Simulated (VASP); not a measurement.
# CuSi16 (a cell with a defect) in VASP: further runs

CuSi16 (a cell with a defect) is run at these levels: PBE; tasks: single point.

Everything below comes from runs of VASP 6.6.1. Logs are shortened: lines on timing, memory, paths and dates and some standing lists are left out, and cuts for length are marked.

### Step 1. The cell of the first run

The cell holds a defect, 17 atoms: a = 7.679 Å, b = 7.679 Å, c = 7.679 Å, α = 60.00°, β = 60.00°, γ = 60.00°.

### Step 2. Single point, PBE

Input file INCAR:

```
SYSTEM = CuSi16
PREC     = Accurate       ! precision mode
ENCUT    = 520            ! plane-wave cutoff, eV
EDIFF    = 1E-6           ! SCF threshold, eV
ISMEAR   = -1             ! smearing method
SIGMA    = 0.05           ! smearing width, eV
LREAL    = Auto         
LASPH    = .True.         ! aspherical terms in the spheres
NELM     = 100            ! most SCF steps
ALGO     = Normal         ! electronic algorithm
ISIF     = 2              ! what is computed and relaxed
LWAVE    = .False.        ! write WAVECAR
LCHARG   = .False.        ! write CHGCAR
GGA      = PE             ! functional
NELECT   = 74.0         
NBANDS   = 52             ! bands
```

Input file KPOINTS:

```
regular mesh
0
Gamma
  2 2 2
  0 0 0
```

Input file POSCAR:

```
CuSi16
1.0
    0.0000000000      5.4300000000      5.4300000000
    5.4300000000      0.0000000000      5.4300000000
    5.4300000000      5.4300000000      0.0000000000
Si Cu
16 1
Direct
    0.0044993473     -0.0052372435      0.0053823226
    0.1190579143      0.1220608968      0.1395055706
   -0.0028137750     -0.0084653093      0.5138755749
    0.1328405141      0.1246555922      0.6174925764
   -0.0043626487      0.4951169116      0.0128257375
    0.1187810515      0.6189957020      0.1387470535
   -0.0028958670      0.4970191066      0.5131387637
    0.1201065255      0.6196400110      0.6393889552
    0.4949982067     -0.0052019666      0.0058764236
    0.6359372630      0.1365774109      0.0916723552
    0.5124492056      0.0122259683      0.4628879129
    0.6248549738      0.1246337078      0.6177225644
    0.4945561577      0.5051557510      0.0053736172
    0.6226148009      0.6189651862      0.1393842584
    0.4920140793      0.4969675587      0.5137523503
    0.6247103802      0.6327638416      0.6176848376
    0.3885204708      0.8895435746      0.8341148260
```

Potentials or basis: VASP PAW PBE potentials, release 64 (Si, Cu).

On the command line:

```bash
> cat potpaw_PBE.64/Si/POTCAR potpaw_PBE.64/Cu/POTCAR > POTCAR
> mpirun -np 1 vasp_std > vasp.out
```

OUTCAR:

```text
SYSTEM = CuSi16
   PREC = Accurate
   ENCUT = 520
   EDIFF = 1E-6
   ISMEAR = -1
   LREAL = Auto
   LASPH = .True.
   NELM = 100
   ISIF = 2
   GGA = PE
   NELECT = 74.0

 ion  position               nearest neighbor table
   1  0.004  0.995  0.005-  10 2.32   6 2.36   2 2.36  17 2.42   4 2.43
   2  0.119  0.122  0.140-   5 2.34   3 2.35   9 2.36   1 2.36  17 2.93
   3  0.997  0.992  0.514-   8 2.33  12 2.34   4 2.34   2 2.35
   4  0.133  0.125  0.617-   7 2.34   3 2.34  11 2.39   1 2.43  17 2.57
   5  0.996  0.495  0.013-   6 2.34  14 2.34   2 2.34   8 2.34
   6  0.119  0.619  0.139-   5 2.34   7 2.35   1 2.36  13 2.36  17 2.95
   7  0.997  0.497  0.513-   8 2.33   4 2.34  16 2.34   6 2.35
   8  0.120  0.620  0.639-   7 2.33   3 2.33  15 2.33   5 2.34
   9  0.495  0.995  0.006-  10 2.32  14 2.36   2 2.36  17 2.42  12 2.43
  10  0.636  0.137  0.092-   1 2.32   9 2.32  13 2.32  11 2.33
  11  0.512  0.012  0.463-  10 2.33  17 2.33  16 2.39   4 2.39  12 2.39
  12  0.625  0.125  0.618-  15 2.34   3 2.34  11 2.39   9 2.43  17 2.56
  13  0.495  0.505  0.005-  10 2.32   6 2.36  14 2.36  17 2.43  16 2.43
  14  0.623  0.619  0.139-   5 2.34  15 2.35   9 2.36  13 2.36  17 2.94
  15  0.492  0.497  0.514-   8 2.33  12 2.34  16 2.34  14 2.35
  16  0.625  0.633  0.618-   7 2.34  15 2.34  11 2.39  13 2.43  17 2.57
  17  0.389  0.890  0.834-  11 2.33   9 2.42   1 2.42  13 2.43  12 2.56   4 2.57  16 2.57   2 2.93
                            14 2.94   6 2.95

  LATTYP: Found a face centered cubic cell.
 ALAT       =    10.8600000000

  Lattice vectors:

 A1 = (   0.0000000000,   5.4300000000,   5.4300000000)
 A2 = (   5.4300000000,   0.0000000000,   5.4300000000)
 A3 = (   5.4300000000,   5.4300000000,   0.0000000000)

Analysis of symmetry for initial positions (statically):
=====================================================================
 Subroutine PRICEL returns:
 Original cell was already a primitive cell.

 Routine SETGRP: Setting up the symmetry group for a
 face centered cubic supercell.

 Subroutine GETGRP returns: Found  1 space group operations
 (whereof  1 operations were pure point group operations)
 out of a pool of 48 trial point group operations.

The static configuration has the point symmetry C_1 .

Analysis of symmetry for dynamics (positions and initial velocities):
=====================================================================
 Subroutine PRICEL returns:
 Original cell was already a primitive cell.

 Routine SETGRP: Setting up the symmetry group for a
[... 119 lines left out ...]
   EDIFF  = 0.1E-05   stopping-criterion for ELM
   LREAL  =      T    real-space projection
   EDIFFG = 0.1E-04   stopping-criterion for IOM
   NSW    =      0    number of steps for IOM
[... 5 lines left out ...]
   TEBEG  =    0.0;   TEEND  =   0.0 temperature during run
   PSTRESS=    0.0 pullay stress
   NELECT =      74.0000    total number of electrons
   NUPDOWN=      -1.0000    fix difference up-down
   EMIN   =  10.00;   EMAX   =-10.00  energy-range for DOS
   EFERMI =   0.00;   METHOD = LEGACY
   ISMEAR =    -1;   SIGMA  =   0.05  broadening in eV -4-tet -1-fermi 0-gaus
   EFERMI_NEDOS =   21; number of points for ismear=-14 and -15
   IALGO  =     38    algorithm
   IMIX   =      4    mixing-type and parameters
     AMIX     =   0.40;   BMIX     =  1.00
     AMIX_MAG =   1.60;   BMIX_MAG =  1.00
  volume/ion in A,a.u.               =      18.84       127.11
  Fermi-wavevector in a.u.,A,eV,Ry     =   1.004636  1.898488 13.732283  1.009294
  Thomas-Fermi vector in A             =   2.137265
   LORBIT       =      0    0 simple, 1 ext, 2 COOP (PROOUT), +10 PAW based schemes
   GGA     = PE    functional components
   LHFCALC =     F    Hartree Fock is set to
   AEXX    =    0.0000 exact exchange contribution
   IVDW    =     0    specifies the selected vdW correction
   LEPSILON=     F    determine dielectric tensor
   LRPA    =     F    only Hartree local field effects (RPA)
 non-spin polarized calculation
  energy-cutoff  :      520.00
  volume of cell :      320.21
 maximum number of plane-waves:      8646
 NGX is ok and might be reduce to    60
   NGX = 29   NGY = 29   NGZ = 29

 number of electron      74.0000000 magnetization

 Free energy of the ion-electron system (eV)
  ---------------------------------------------------
  ext. energy  EPLUGINS =         0.00000000
  ---------------------------------------------------
  free energy    TOTEN  =       -94.22197391 eV

  energy without entropy =      -94.21735223  energy(sigma->0) =      -94.21966307

 E-fermi :   6.3906     XC(G=0):  -9.6079

 val. band max:        6.1979231833   @ k =   0.0000   0.0000   0.0000
 cond. band min:       6.5492662697   @ k =   0.0000   0.0000   0.0000
 fundamental gap:      0.3513430864
 Fermi energy:         6.3906433710

 k-point     1 :       0.0000    0.0000    0.0000
  band No.  band energies     occupation
      1      -5.8950      2.00000
      2      -3.5516      2.00000
      3      -3.5046      2.00000
      4      -3.4718      2.00000
      5      -3.4713      2.00000
      6      -2.0432      2.00000
[... 405 lines left out ...]
     48      10.5060      0.00000
     49      10.5087      0.00000
 [bands above 49 left out]

------------------------ aborting loop because EDIFF is reached ----------------------------------------

  FORCE on cell =-STRESS in cart. coord.  units (eV):
  Direction    XX          YY          ZZ          XY          YZ          ZX
  --------------------------------------------------------------------------------------
  -------------------------------------------------------------------------------------
  Total       -1.7190089     -1.7025138     -1.6897036      0.2163844     -0.1996860     -0.2154729
  in kB       -8.6012035     -8.5186689     -8.4545718      1.0826973     -0.9991453     -1.0781364
  external PRESSURE =      -8.5248147 kB  Pullay stress =       0.0000000 kB

 VOLUME and BASIS-vectors are now :
 -----------------------------------------------------------------------------
  energy-cutoff  :      520.00
  volume of cell :      320.21
      direct lattice vectors                 reciprocal lattice vectors
     0.000000000  5.430000000  5.430000000    -0.092081031  0.092081031  0.092081031
     5.430000000  0.000000000  5.430000000     0.092081031 -0.092081031  0.092081031
     5.430000000  5.430000000  0.000000000     0.092081031  0.092081031 -0.092081031

 POSITION                                       TOTAL-FORCE (eV/Angst)
 -----------------------------------------------------------------------------------
      5.43079      0.05366      5.42599         0.006934     -0.012423     -0.004095
      1.42031      1.40400      1.30928        -0.004510     -0.006683      0.006497
      8.17438      8.20507     10.79875         0.002085     -0.006969      0.007753
      4.02986      4.07431      1.39820         0.011794      0.003808     -0.021233
      2.75813      5.47595      8.09480        -0.001480      0.000034     -0.004101
      4.11454      1.39838      4.00613         0.002567      0.002519      0.003579
[... 9 lines left out ...]
      6.78994      6.74621      6.82809         0.003029      0.010128     -0.017208
      9.35947      6.63891      6.93989         0.005893      0.005424     -0.007903
 -----------------------------------------------------------------------------------
    total drift:                               -0.005365     -0.001835      0.003290

  FREE ENERGIE OF THE ION-ELECTRON SYSTEM (eV)
  ---------------------------------------------------
  free  energy   TOTEN  =       -94.2219739119 eV

  energy  without entropy=      -94.2173522258  energy(sigma->0) =      -94.21966307
```

Wall time 12 min (1 thread of Intel Xeon 8259CL, shared host); peak memory 0.5 GiB.

Results:

| Property | Result |
| --- | --- |
| Free energy | -94.2220 eV |
| Largest force | 0.030 eV/Å |

Forces on the atoms (eV/Å):
```
Si   0.007 -0.012 -0.004
Si  -0.005 -0.007  0.006
Si   0.002 -0.007  0.008
Si   0.012  0.004 -0.021
Si  -0.001  0.000 -0.004
Si   0.003  0.003  0.004
Si  -0.005 -0.005 -0.002
Si   0.006  0.005  0.000
Si   0.005  0.005  0.017
Si  -0.008 -0.007  0.005
Si  -0.016 -0.019  0.017
Si   0.018  0.019 -0.004
Si  -0.015  0.008 -0.006
Si  -0.004 -0.005  0.004
Si  -0.006  0.003  0.007
Si   0.003  0.010 -0.017
Cu   0.006  0.005 -0.008
```

Levels at points of the mesh, in eV from the Fermi level:
| k point | band 34 | band 35 | band 36 | band 37 | band 38 | band 39 | band 40 | band 41 |
| --- | --- | --- | --- | --- | --- | --- | --- | --- |
| (0.00, 0.00, 0.00) | -0.89 | -0.65 | -0.20 | -0.19 | 0.16 | 0.60 | 0.60 | 0.63 |
| (0.50, 0.00, 0.00) | -0.90 | -0.85 | -0.77 | -0.68 | 0.57 | 1.08 | 1.28 | 1.32 |
| (0.00, 0.50, 0.00) | -0.90 | -0.85 | -0.77 | -0.68 | 0.57 | 1.08 | 1.28 | 1.32 |
| (0.00, 0.00, 0.50) | -0.93 | -0.92 | -0.73 | -0.73 | 0.42 | 1.24 | 1.33 | 1.33 |
| (0.50, 0.50, 0.50) | -0.90 | -0.85 | -0.77 | -0.68 | 0.57 | 1.08 | 1.28 | 1.32 |
| (0.50, 0.50, 0.00) | -1.53 | -1.44 | -1.42 | -0.96 | 0.66 | 1.05 | 2.02 | 2.06 |
| (0.00, 0.50, 0.50) | -1.53 | -1.45 | -1.42 | -0.96 | 0.66 | 1.05 | 2.02 | 2.06 |
| (0.50, 0.00, 0.50) | -1.53 | -1.45 | -1.42 | -0.96 | 0.66 | 1.05 | 2.02 | 2.06 |

Caveat: the k points lie up to 0.50 Å⁻¹ apart; the cell carries a net charge on a neutralising background, which shifts energy and pressure; the cell is charged against a uniform background, so pressure and absolute levels hang on convention.

(Continued in part 2 of 2.)
